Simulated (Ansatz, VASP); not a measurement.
CaO in VASP and in Ansatz

The input POSCAR:

```
CaO
1.0
    0.0000000000      2.3975473901      2.3975473901
    2.3975473901      0.0000000000      2.3975473901
    2.3975473901      2.3975473901      0.0000000000
Ca O
1 1
Direct
    0.0000000000      0.0000000000      0.0000000000
    0.5000000000      0.5000000000      0.5000000000
```

The input INCAR.step1:

```
SYSTEM = CaO
PREC     = Accurate       ! precision mode
ENCUT    = 520            ! plane-wave cutoff, eV
ISMEAR   = 0              ! smearing method
SIGMA    = 0.01           ! smearing width, eV
LREAL    = .FALSE.        ! projectors in reciprocal space
LASPH    = .TRUE.         ! aspherical terms in the spheres
NELM     = 60             ! most SCF steps
NBANDS   = 15             ! bands
GGA      = PE             ! functional
ALGO     = Normal         ! electronic algorithm
EDIFF    = 1E-4           ! SCF threshold, eV
LWAVE    = .TRUE.         ! write WAVECAR
LCHARG   = .FALSE.        ! write CHGCAR
```

INCAR.step2

```
SYSTEM = CaO
PREC     = Accurate       ! precision mode
ENCUT    = 520            ! plane-wave cutoff, eV
EDIFF    = 1E-6           ! SCF threshold, eV
ISMEAR   = 0              ! smearing method
SIGMA    = 0.01           ! smearing width, eV
LREAL    = .FALSE.        ! projectors in reciprocal space
LASPH    = .TRUE.         ! aspherical terms in the spheres
NELM     = 60             ! most SCF steps
ALGO     = Normal         ! electronic algorithm
ISIF     = 2              ! what is computed and relaxed
LWAVE    = .FALSE.        ! write WAVECAR
LCHARG   = .FALSE.        ! write CHGCAR
METAGGA  = R2SCAN         ! meta-GGA
LMIXTAU  = .TRUE.       
NBANDS   = 15             ! bands
ISTART   = 1
```

File KPOINTS:

```
regular mesh
0
G
  8 8 8
  0 0 0
```

Input for Ansatz:

```yaml
crystal:
  lattice:
    - [0.0, 2.3975473901, 2.3975473901]
    - [2.3975473901, 0.0, 2.3975473901]
    - [2.3975473901, 2.3975473901, 0.0]
  atoms:
    - { symbol: Ca, position: [0.0, 0.0, 0.0] }
    - { symbol: O, position: [0.5, 0.5, 0.5] }
kpoints:
  mp_grid: { grid: [8, 8, 8] }
hamiltonian:
  xc: r2scan
scf:
  occupations: { method: fixed }
output:
  optics:
    e_range: [0, 17]
    de: 0.05
    sigma: 0.1
    bands: { spectra_wanted_up_to: 17 }
```

Alike in both runs: task single point; functional r2SCAN; k mesh 8 × 8 × 8; no spin polarisation.

|  | VASP | Ansatz |
| --- | --- | --- |
| version | VASP 6.6.1 | Ansatz 0.2.0 |
| potentials or method | VASP PAW PBE potentials, release 64 (Ca_sv, O) | plane waves, PAW |
| plane-wave cutoff (eV) | 520 | 500 |
| occupations | gaussian, width 0.01 eV | fixed |
| valence electrons in the cell | 16 | 16 |

```tsv
	VASP	Ansatz	Ansatz less VASP
gap on the k mesh at the Fermi level (eV)	4.19	4.20	+0.012
```

VASP's potentials were made for PBE, not for r2SCAN.
